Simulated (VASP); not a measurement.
Here is a VASP 6.6.1 calculation.

The input INCAR:

```
ALGO = Normal ; EDIFF = 1E-7
ENCUT = 520 ; GGA = PE
ISIF = 2 ; ISMEAR = -1
ISYM = 0 ; LASPH = T
LCHARG = T ; LELF = T
LREAL = Auto ; LVHAR = T
LWAVE = F ; NBANDS = 111
NELM = 100 ; PREC = Accurate
SIGMA = 0.05
```

The input KPOINTS:

```
Automatic mesh
0
Gamma
  1 1 1
  0.25 0.25 0.25
```

POSCAR

```
Si5Mo3
1.0
    7.4574090000      0.0809830000      0.1775480000
    0.0809830000      6.8034930000      0.1053960000
    0.1775480000      0.1053960000      7.5398230000
Si Mo
15 9
Direct
    0.9303719360      0.0196056532      0.8970432020
    0.5493841461      0.1442195311      0.3467366252
    0.8285934580      0.5079574430      0.5340345796
    0.4918764046      0.2759859797      0.7156504217
    0.3323519115      0.8272746730      0.4642557446
    0.0717033735      0.2715755198      0.0251347062
    0.1605400177      0.8778003287      0.1579433360
    0.6356398870      0.8509100502      0.5265513386
    0.3350438218      0.7417018927      0.7940103139
    0.1345470040      0.1415948842      0.6524837405
    0.7273916606      0.4564656040      0.8573959119
    0.5865832616      0.6795102144      0.1823953502
    0.0692596801      0.5606358571      0.2845555268
    0.4938899223      0.0776034023      0.0406667032
    0.4187301875      0.4528709579      0.3853711825
    0.7915939471      0.1617569817      0.5867855968
    0.7945232428      0.9430398198      0.2250209803
    0.6538601467      0.8306210870      0.8607602988
    0.0313821782      0.6521449721      0.9582794829
    0.3993430698      0.4391315286      0.9904713586
    0.7811579865      0.3821572653      0.2250104697
    0.2126920991      0.1706454114      0.3069347383
    0.1995773769      0.4798423025      0.6177642335
    0.9997383745      0.8238629764      0.5509335682
```

Potentials or basis: VASP PAW PBE potentials, release 64 (Si, Mo_sv).

The run is started by

```bash
$ cat potpaw_PBE.64/Si/POTCAR potpaw_PBE.64/Mo_sv/POTCAR > POTCAR
$ mpirun -np 1 vasp_std > vasp.out
```

Problem. Predict the pressure.

Solution. -4.8 GPa.

Problem. Predict the largest force.

Solution. 1.805 eV/Å.

Stress tensor (GPa, compression positive):
```
-8.14  1.55  0.93
 1.55 -0.77 -0.06
 0.93 -0.06 -5.63
```

Caveat: the k points lie up to 0.92 Å⁻¹ apart, too coarse for converged energies, forces and pressures; the atoms stand as in a frame of molecular dynamics.
